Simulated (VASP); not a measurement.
Rb:

```
Rb
1.0
    -2.79500    2.79500    2.79500
     2.79500   -2.79500    2.79500
     2.79500    2.79500   -2.79500
Rb
1
Direct
  0.00000 0.00000 0.00000
```

* Program: VASP 6.6.1
* Task: relaxation of cell and atoms
* Functional: LDA
* Potentials or basis: VASP PAW LDA potentials, release 64 (Rb_sv)
* Cutoff: 600 eV
* k mesh: 14 × 14 × 14
* Occupations: methfessel-paxton, width 0.1 eV
* Spin: no spin polarisation

At the start: pressure -0.3 GPa; volume 87.34 Å³/atom.

Where does the relaxation end?

Over 4 steps the energy falls by 11.2 meV/atom and the volume is 77.86 Å³/atom (-10.9 %); space group Im-3m (No. 229, to 0.1 Å) before and after.

Step by step:
```tsv
step	energy change (eV)	largest force (eV/Å)	pressure (GPa)	volume (Å³)
1	0.0000	0.0000	-0.34	87.34
2	-0.0044	0.0000	-0.27	85.03
3	-0.0107	0.0000	-0.07	79.53
4	-0.0112	0.0000	-0.01	77.86
```

Final structure:
```
Rb
1.0
    -2.69001    2.69001    2.69001
     2.69001   -2.69001    2.69001
     2.69001    2.69001   -2.69001
Rb
1
Direct
  0.00000 0.00000 0.00000
```
